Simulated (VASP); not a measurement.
Here is a VASP 6.6.1 calculation.

The input INCAR:

```
SYSTEM = Ta2TiSi3
PREC     = Accurate       ! precision mode
ENCUT    = 520            ! plane-wave cutoff, eV
EDIFF    = 1E-6           ! SCF threshold, eV
ISMEAR   = 0              ! smearing method
SIGMA    = 0.1            ! smearing width, eV
LREAL    = .False.        ! projectors in reciprocal space
LASPH    = .True.         ! aspherical terms in the spheres
NELM     = 60             ! most SCF steps
ALGO     = Normal         ! electronic algorithm
ISIF     = 2              ! what is computed and relaxed
LWAVE    = .False.        ! write WAVECAR
LCHARG   = .False.        ! write CHGCAR
GGA      = PE             ! functional
NBANDS   = 32             ! bands
```

File KPOINTS:

```
regular mesh
0
Gamma
  4 4 4
  0 0 0
```

Contents of POSCAR:

```
Ta2TiSi3
1.0
    4.5900390272      0.0000000000      0.0000000000
    0.0000000000      4.5900390272      0.0000000000
    0.0000000000      0.0000000000      6.7857482343
Ti Ta Si
1 2 3
Direct
    0.5000000000      0.5000000000      0.5000000000
    0.0000000000      0.5000000000      0.5000000000
    0.5000000000      0.0000000000      0.5000000000
    0.5000000000      0.5000000000      0.1611983978
    0.5000000000      0.5000000000      0.8388016022
    0.0000000000      0.0000000000      0.0000000000
```

Potentials or basis: VASP PAW PBE potentials, release 64 (Ti_sv, Ta_pv, Si).

Run with:

```bash
$ cat potpaw_PBE.64/Ti_sv/POTCAR potpaw_PBE.64/Ta_pv/POTCAR potpaw_PBE.64/Si/POTCAR > POTCAR
$ mpirun -np 1 vasp_std > vasp.out
```

Q: Predict the pressure.

A: 0.1 GPa.

Q: Predict the band gap on the k mesh.

A: Zero (band 23 reaches 5.03 eV, above the bottom of band 24 at 3.90 eV).

Stress tensor (GPa, compression positive):
```
 0.16  0.00  0.00
 0.00  0.16  0.00
 0.00  0.00 -0.07
```

Caveat: spin-orbit coupling is left out, which moves the levels of the heavy elements.
